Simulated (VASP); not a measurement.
# PbI3 in VASP: further runs

PbI3 is run at these levels: PBE; tasks: single point.

Program: VASP 6.6.1. These are calculated values, not measurements. Logs are shortened: lines on timing, memory, paths and dates and some standing lists are left out, and cuts for length are marked.

## (1) The cell of the first run

Symmetry: P6mm, No. 183, hexagonal system. Conventional cell: a = 6.916 Å, b = 6.916 Å, c = 4.202 Å, α = 90.00°, β = 90.00°, γ = 120.00°. Pb (site symmetry 6mm) has 6 I at 3.46 Å and 2 Pb at 4.20 Å within 4.5 Å. Within 4.5 Å of I (site symmetry 2mm) lie 6 I at 3.46 to 4.20 Å and 2 Pb at 3.46 Å.

The cell was built from a structure type or drawn by symmetry, and may not be a known phase.

## (2) Single point, PBE

Contents of INCAR:

```
SYSTEM = PbI3
PREC     = Accurate       ! precision mode
ENCUT    = 520            ! plane-wave cutoff, eV
EDIFF    = 1E-7           ! SCF threshold, eV
ISMEAR   = 0              ! smearing method
SIGMA    = 0.1            ! smearing width, eV
LREAL    = .False.        ! projectors in reciprocal space
LASPH    = .True.         ! aspherical terms in the spheres
NELM     = 80             ! most SCF steps
ALGO     = Normal         ! electronic algorithm
ISIF     = 2              ! what is computed and relaxed
LWAVE    = .False.        ! write WAVECAR
LCHARG   = .False.        ! write CHGCAR
GGA      = PE             ! functional
NBANDS   = 26             ! bands
```

Contents of KPOINTS:

```
Automatic mesh
0
Gamma
  6 6 4
  0 0 0
```

Contents of POSCAR:

```
PbI3
1.0
    6.9161397877      0.0000000000      0.0000000000
   -3.4580698938      5.9895527523      0.0000000000
    0.0000000000      0.0000000000      4.2015463421
Pb I
1 3
Direct
    0.0000000000      0.0000000000      0.0539261689
    0.5000000000      0.0000000000      1.0557857295
    0.0000000000      0.5000000000      1.0557857295
    0.5000000000      0.5000000000      1.0557857295
```

Potentials or basis: VASP PAW PBE potentials, release 64 (Pb_d, I).

Run with:

```bash
> cat potpaw_PBE.64/Pb_d/POTCAR potpaw_PBE.64/I/POTCAR > POTCAR
> mpirun -np 1 vasp_std > vasp.out
```

OUTCAR:

```text
SYSTEM = PbI3
   PREC = Accurate
   ENCUT = 520
   EDIFF = 1E-7
   ISMEAR = 0
   LREAL = .False.
   LASPH = .True.
   NELM = 80
   ISIF = 2
   GGA = PE

 ion  position               nearest neighbor table
   1  0.000  0.000  0.054-   3 3.46   3 3.46   2 3.46   2 3.46   4 3.46   4 3.46
   2  0.500  0.000  0.056-   4 3.46   4 3.46   3 3.46   3 3.46   1 3.46   1 3.46
   3  0.000  0.500  0.056-   4 3.46   4 3.46   2 3.46   2 3.46   1 3.46   1 3.46
   4  0.500  0.500  0.056-   2 3.46   2 3.46   3 3.46   3 3.46   1 3.46   1 3.46

  LATTYP: Found a hexagonal cell.
 ALAT       =     6.9161397877
 C/A-ratio  =     0.6074987596

  Lattice vectors:

 A1 = (   6.9161397877,   0.0000000000,   0.0000000000)
 A2 = (  -3.4580698938,   5.9895527523,   0.0000000000)
 A3 = (   0.0000000000,   0.0000000000,   4.2015463421)

Analysis of symmetry for initial positions (statically):
=====================================================================
 Subroutine PRICEL returns:
 Original cell was already a primitive cell.

 Routine SETGRP: Setting up the symmetry group for a
 hexagonal supercell.

 Subroutine GETGRP returns: Found 12 space group operations
 (whereof 12 operations were pure point group operations)
 out of a pool of 24 trial point group operations.

The static configuration has the point symmetry C_6v.

Analysis of symmetry for dynamics (positions and initial velocities):
=====================================================================
 Subroutine PRICEL returns:
 Original cell was already a primitive cell.

 Routine SETGRP: Setting up the symmetry group for a
 hexagonal supercell.

 Subroutine GETGRP returns: Found 12 space group operations
 (whereof 12 operations were pure point group operations)
 out of a pool of 24 trial point group operations.

The dynamic configuration has the point symmetry C_6v.

 Subroutine INISYM returns: Found 12 space group operations
 (whereof 12 operations are pure point group operations),
 and found     1 'primitive' translations

----------------------------------------------------------------------------------------

                                     Primitive cell

  volume of cell :     174.0473

[... 84 lines left out ...]
   LSORBIT =      F    spin-orbit coupling
   LASPH  =      T    aspherical Exc in radial PAW
   ENCUT  =  520.0 eV  38.22 Ry    6.18 a.u.  12.86 12.86  7.81*2*pi/ulx,y,z
   NELM   =     80;   NELMIN=  2; NELMDL= -5     # of ELM steps
   EDIFF  = 0.1E-06   stopping-criterion for ELM
   LREAL  =      F    real-space projection
   EDIFFG = 0.1E-05   stopping-criterion for IOM
   NSW    =      0    number of steps for IOM
   IBRION =     -1    ionic relax: 0-MD 1-quasi-New 2-CG
   NFREE  =      0    steps in history (QN), initial steepest desc. (CG)
   ISIF   =      2    stress and relaxation
   ISYM   =      2    0-nonsym 1-usesym 2-fastsym
   POTIM  = 0.5000    time-step for ionic-motion
   TEBEG  =    0.0;   TEEND  =   0.0 temperature during run
   PSTRESS=    0.0 pullay stress
   NELECT =      35.0000    total number of electrons
   NUPDOWN=      -1.0000    fix difference up-down
   EMIN   =  10.00;   EMAX   =-10.00  energy-range for DOS
   EFERMI =   0.00;   METHOD = LEGACY
   ISMEAR =     0;   SIGMA  =   0.10  broadening in eV -4-tet -1-fermi 0-gaus
   EFERMI_NEDOS =   21; number of points for ismear=-14 and -15
   IALGO  =     38    algorithm
   IMIX   =      4    mixing-type and parameters
     AMIX     =   0.40;   BMIX     =  1.00
     AMIX_MAG =   1.60;   BMIX_MAG =  1.00
  volume/ion in A,a.u.               =      43.51       293.63
  Fermi-wavevector in a.u.,A,eV,Ry     =   0.959125  1.812483 12.516274  0.919920
  Thomas-Fermi vector in A             =   2.088293
   LORBIT       =      0    0 simple, 1 ext, 2 COOP (PROOUT), +10 PAW based schemes
   GGA     = PE    functional components
   LHFCALC =     F    Hartree Fock is set to
   AEXX    =    0.0000 exact exchange contribution
   IVDW    =     0    specifies the selected vdW correction
   LEPSILON=     F    determine dielectric tensor
   LRPA    =     F    only Hartree local field effects (RPA)
 non-spin polarized calculation
 Gauss-broadening in eV      SIGMA  =   0.10
  energy-cutoff  :      520.00
  volume of cell :      174.05
 maximum number of plane-waves:      4725
 NGX is ok and might be reduce to    54
   NGX = 25   NGY = 25   NGZ = 15

 number of electron      34.9999996 magnetization

 Free energy of the ion-electron system (eV)
  ---------------------------------------------------
  ext. energy  EPLUGINS =         0.00000000
  ---------------------------------------------------
  free energy    TOTEN  =        -7.88637987 eV

  energy without entropy =       -7.86368237  energy(sigma->0) =       -7.87503112

 E-fermi :   3.1709     XC(G=0):  -8.0077

 val. band max:        3.1560099771   @ k =   0.1667   0.1667   0.0000
 cond. band min:       3.2082362417   @ k =   0.1667  -0.0000   0.5000
 fundamental gap:      0.0522262646
 Fermi energy:         3.1709346745

 k-point     1 :       0.0000    0.0000    0.0000
  band No.  band energies     occupation
      1     -14.4896      2.00000
      2     -14.4741      2.00000
      3     -14.4741      2.00000
      4     -14.4552      2.00000
      5     -14.4552      2.00000
      6     -10.0187      2.00000
[... 598 lines left out ...]
     25       9.7579      0.00000
     26      10.1700      0.00000

------------------------ aborting loop because EDIFF is reached ----------------------------------------

  FORCE on cell =-STRESS in cart. coord.  units (eV):
  Direction    XX          YY          ZZ          XY          YZ          ZX
  --------------------------------------------------------------------------------------
  -------------------------------------------------------------------------------------
  Total       -0.0516561     -0.0516561      0.0016532     -0.0000000      0.0000000      0.0000000
  in kB       -0.4755160     -0.4755160      0.0152180     -0.0000000      0.0000000      0.0000000
  external PRESSURE =      -0.3119380 kB  Pullay stress =       0.0000000 kB

 VOLUME and BASIS-vectors are now :
 -----------------------------------------------------------------------------
  energy-cutoff  :      520.00
  volume of cell :      174.05
      direct lattice vectors                 reciprocal lattice vectors
     6.916139788  0.000000000  0.000000000     0.144589327  0.083478687  0.000000000
    -3.458069894  5.989552752  0.000000000     0.000000000  0.166957374  0.000000000
     0.000000000  0.000000000  4.201546342     0.000000000  0.000000000  0.238007609

 POSITION                                       TOTAL-FORCE (eV/Angst)
 -----------------------------------------------------------------------------------
      0.00000      0.00000      0.22657         0.000000     -0.000000      0.001711
      3.45807      0.00000      0.23439        -0.000000      0.000000     -0.000570
     -1.72903      2.99478      0.23439        -0.000000      0.000000     -0.000570
      1.72903      2.99478      0.23439         0.000000     -0.000000     -0.000570
 -----------------------------------------------------------------------------------
    total drift:                               -0.000000     -0.000000     -0.000105

  FREE ENERGIE OF THE ION-ELECTRON SYSTEM (eV)
  ---------------------------------------------------
  free  energy   TOTEN  =        -7.8863798748 eV

  energy  without entropy=       -7.8636823744  energy(sigma->0) =       -7.87503112
```

OSZICAR:

```text
N       E                     dE             d eps       ncg     rms          rms(c)
DAV:   1     0.279073697174E+03    0.27907E+03   -0.13377E+04  1092   0.116E+03
DAV:   2     0.204689212666E+02   -0.25860E+03   -0.24470E+03  1240   0.276E+02
DAV:   3    -0.732406787376E+01   -0.27793E+02   -0.27371E+02  1362   0.987E+01
DAV:   4    -0.849627845423E+01   -0.11722E+01   -0.11689E+01  1484   0.243E+01
DAV:   5    -0.853139490111E+01   -0.35116E-01   -0.35111E-01  1402   0.364E+00    0.604E+00
DAV:   6    -0.791743225405E+01    0.61396E+00   -0.28831E+00  1552   0.574E+00    0.375E+00
DAV:   7    -0.789440992976E+01    0.23022E-01   -0.12914E-01  1196   0.142E+00    0.201E+00
DAV:   8    -0.788578187428E+01    0.86281E-02   -0.40829E-02  1248   0.121E+00    0.288E-01
DAV:   9    -0.788621339440E+01   -0.43152E-03   -0.21768E-03  1580   0.290E-01    0.160E-01
DAV:  10    -0.788632602557E+01   -0.11263E-03   -0.43660E-04  1202   0.125E-01    0.447E-02
DAV:  11    -0.788637166735E+01   -0.45642E-04   -0.59917E-05  1396   0.433E-02    0.940E-03
DAV:  12    -0.788637905790E+01   -0.73905E-05   -0.90282E-06  1236   0.205E-02    0.286E-03
DAV:  13    -0.788637978508E+01   -0.72718E-06   -0.89836E-07  1186   0.518E-03    0.726E-04
DAV:  14    -0.788637987478E+01   -0.89693E-07   -0.14220E-07  1030   0.227E-03
   1 F= -.78863799E+01 E0= -.78750311E+01  d E =-.226975E-01
```

stdout:

```text
POSCAR found type information on POSCAR PbI
 POSCAR found :  2 types and       4 ions
 scaLAPACK will be used
 LDA part: xc-table for (Slater+PW92), standard interpolation
 POSCAR, INCAR and KPOINTS ok, starting setup
 FFT: planning ... GRIDC
 FFT: planning ... GRID_SOFT
 FFT: planning ... GRID
 WAVECAR not read
 entering main loop
```

It took 2 min on 1 thread of Oxide Virtual Turin-like, shared host; peak memory 0.3 GiB.

What came out:

| Property | Result |
| --- | --- |
| Free energy | -7.8864 eV |
| Pressure | 0.0 GPa |
| Band gap on the k mesh | zero (an odd number of electrons rules out a gap without spin polarisation) |

Caveat: the k points lie up to 0.37 Å⁻¹ apart, too coarse for converged energies and pressures of a metal; spin-orbit coupling is left out, which moves the levels of the heavy elements; an odd number of electrons without spin polarisation forces a metal; a magnetic or distorted state may lie lower.

## (3) Single point, PBE

This run uses another cell than the first one, of 43.30 Å³/atom.

Contents of INCAR:

```
SYSTEM = PbI3
  ALGO = Normal
  EDIFF = 1E-6
  ENCUT = 520
  GGA = PE
  ISIF = 2
  ISMEAR = 0
  LASPH = .TRUE.
  LCHARG = .FALSE.
  LREAL = .FALSE.
  LWAVE = .FALSE.
  NBANDS = 26
  NELM = 80
  PREC = Accurate
  SIGMA = 0.1
```

Contents of KPOINTS:

```
k-points
0
G
  12 12 12
  0 0 0
```

Contents of POSCAR:

```
PbI3
1.0
    6.8999745163      0.0000000000      0.0000000000
   -3.4499872581      5.9755532166      0.0000000000
    0.0000000000      0.0000000000      4.2006916725
Pb I
1 3
Direct
    0.0000000000      0.0000000000      0.0000000000
    0.5000000000      0.0000000000      0.0000000000
    0.0000000000      0.5000000000      0.0000000000
    0.5000000000      0.5000000000      0.0000000000
```

Potentials or basis: VASP PAW PBE potentials, release 64 (Pb_d, I).

Run with:

```bash
> cat potpaw_PBE.64/Pb_d/POTCAR potpaw_PBE.64/I/POTCAR > POTCAR
> mpirun -np 1 vasp_std > vasp.out
```

It took 9.6 min on 1 thread of Oxide Virtual Turin-like, shared host; peak memory 0.64 GiB.

The run converged. Its results:

* Free energy: -7.8810 eV
* Pressure: -0.1 GPa
* Band gap on the k mesh: zero (an odd number of electrons rules out a gap without spin polarisation)

Levels at points of the mesh, in eV from the Fermi level:
```tsv
k point	band 13	band 14	band 15	band 16	band 17	band 18	band 19	band 20	band 21	band 22
(0.00, 0.00, 0.00)	-1.79	-0.56	-0.56	-0.53	0.33	0.33	2.91	3.58	3.58	4.22
(0.50, 0.00, 0.00)	-2.19	-1.97	-1.37	-1.06	-0.57	0.32	0.42	2.60	2.84	5.21
(0.00, 0.00, 0.50)	-3.63	-1.97	-1.97	-0.38	-0.21	0.49	0.49	4.05	4.05	4.18
(0.50, 0.00, 0.50)	-2.74	-2.01	-1.99	-1.98	-1.75	-0.57	0.46	0.97	3.30	5.19
```

Caveat: spin-orbit coupling is left out, which moves the levels of the heavy elements; an odd number of electrons without spin polarisation forces a metal; a magnetic or distorted state may lie lower.
